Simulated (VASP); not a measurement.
A run of VASP 6.6.1:

INCAR

```
  PREC = Accurate
  ENCUT = 500
  EDIFF = 1E-6
  ISMEAR = -1
  SIGMA = 0.01
  LREAL = F
  LASPH = T
  NELM = 120
  ALGO = Normal
  ISIF = 2
  LWAVE = F
  LCHARG = T
  GGA = PE
  LELF = T
  LVHAR = T
  NBANDS = 15
  GGA_COMPAT = F
```

File KPOINTS:

```
Automatic mesh
0
Gamma
  7 7 7
```

POSCAR

```
SrTe
1.0
    0.0000000000      3.2879124098      3.2879124098
    3.2879124098      0.0000000000      3.2879124098
    3.2879124098      3.2879124098      0.0000000000
Sr Te
1 1
Direct
    0.0000000000      0.0000000000      0.0000000000
    0.5000000000      0.5000000000      0.5000000000
```

Potentials or basis: VASP PAW PBE potentials, release 64 (Sr_sv, Te).

The run is started by

```sh
$ cat potpaw_PBE.64/Sr_sv/POTCAR potpaw_PBE.64/Te/POTCAR > POTCAR
$ mpirun -np 1 vasp_std > vasp.out
```

Hardware: 1 thread of Intel Xeon 8259CL, with other jobs on the host.

Q: How long does it take, and how much memory?

A: It took 34 s on 1 thread of Intel Xeon 8259CL, with other jobs on the host, peak memory 0.21 GiB. Counts: scf iterations 13, k points 20.
